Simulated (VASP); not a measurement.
Input of a VASP 6.6.1 run:

Contents of INCAR:

```
PREC = Accurate
ENCUT = 520
EDIFF = 1E-6
ISMEAR = 0
SIGMA = 0.01
LREAL = F
LASPH = T
NELM = 80
ALGO = Normal
ISIF = 2
LWAVE = F
LCHARG = F
NBANDS = 26
```

Contents of KPOINTS:

```
regular mesh
0
Gamma
  6 6 4
```

The input POSCAR:

```
CdSe
1.0
    4.1621409016      0.0000000000      0.0000000000
   -2.0810704508      3.6045197549      0.0000000000
    0.0000000000      0.0000000000      7.0702745917
Cd Se
2 2
Direct
    0.3333333333      0.6666666667      0.0092135625
    0.6666666667      0.3333333333      0.5092135625
    0.3333333333      0.6666666667      0.3757864375
    0.6666666667      0.3333333333      0.8757864375
```

Potentials or basis: VASP PAW LDA potentials, release 64 (Cd, Se).

Launch:

```sh
$ cat potpaw_LDA.64/Cd/POTCAR potpaw_LDA.64/Se/POTCAR > POTCAR
$ mpirun -np 1 vasp_std > vasp.out
```

Task: Predict the pressure.

Result: 1.8 GPa.

Task: Estimate the band gap on the k mesh.

Result: 0.44 eV, direct.

Task: Predict the largest force.

Result: 0.006 eV/Å.

Forces on the atoms (eV/Å):
```
Cd   0.000  0.000  0.006
Cd   0.000  0.000  0.006
Se   0.000  0.000 -0.006
Se   0.000  0.000 -0.006
```

Caveat: the cell differs from its parent crystal (film at in-plane strain -0.02).
